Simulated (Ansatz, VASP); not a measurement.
# Two plane-wave programs on AlCo

```
Co Al
1.0
     0.00000    2.39598    2.39598
     2.39598    0.00000    2.39598
     2.39598    2.39598    0.00000
Co Al
1 1
Direct
  0.00000 0.00000 0.00000
  0.50000 0.50000 0.50000
```

Change from the starting cell: volume scaled by 1, to set the pressure.

Alike in both runs: task single point; functional PBE; k mesh 14 × 14 × 14; occupations fermi-dirac, width 0.1 eV; no spin polarisation.

|  | VASP | Ansatz |
| --- | --- | --- |
| version | VASP 6.6.1 | Ansatz 0.2.0 |
| potentials or method | VASP PAW PBE potentials, release 64 (Co, Al) | PAW with Ansatz's default frozen-core files, scalar-relativistic |
| plane-wave cutoff (eV) | 520 | 420 |
| valence electrons in the cell | 12 | 20 |

|  | VASP | Ansatz | Ansatz less VASP |
| --- | --- | --- | --- |
| pressure (GPa) | -0.1 | 0.0 | +0.09 |

VASP's potentials hold 12 valence electrons a cell and Ansatz's 20, so a difference there can come from the potentials and not from the codes.
